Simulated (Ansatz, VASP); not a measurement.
## SiO2: VASP beside Ansatz

```
Si O
1.0
     5.02778    0.00000    0.00000
     0.00000    5.02778    0.00000
     0.00000    0.00000    7.00573
Si O
4 8
Direct
  0.20196 0.20196 0.00000
  0.29804 0.70196 0.75000
  0.70196 0.29804 0.25000
  0.79804 0.79804 0.50000
  0.60186 0.73950 0.67836
  0.39814 0.26050 0.17836
  0.73950 0.60186 0.32164
  0.23950 0.89814 0.92836
  0.26050 0.39814 0.82164
  0.10186 0.76050 0.57164
  0.89814 0.23950 0.07164
  0.76050 0.10186 0.42836
```

Alike in both runs: functional PBEsol; k mesh 6 × 6 × 4; occupations gaussian, width 0.02 eV; no spin polarisation.

Ansatz relaxed the structure, and its values are those at the end. VASP's run is a single point on that final structure, the one shown.

|  | VASP | Ansatz |
| --- | --- | --- |
| version | VASP 6.6.1 | Ansatz 0.2.0 |
| potentials or method | VASP PAW PBE potentials, release 64 (Si, O), cutoff 520 eV | scalar-relativistic, plane waves, PAW |
| valence electrons in the cell | 64 | 64 |

```tsv
	VASP	Ansatz	Ansatz less VASP
gap on the k mesh at the Fermi level (eV)	5.57	5.57	-0.001
least direct gap on the mesh (eV)	5.57	5.57	-0.001
pressure (GPa)	0.5	0.0	-0.50
rms of the force components (eV/Å)	0.012	0.003	-0.0089
```

VASP's potentials were made for PBE, not for PBEsol.
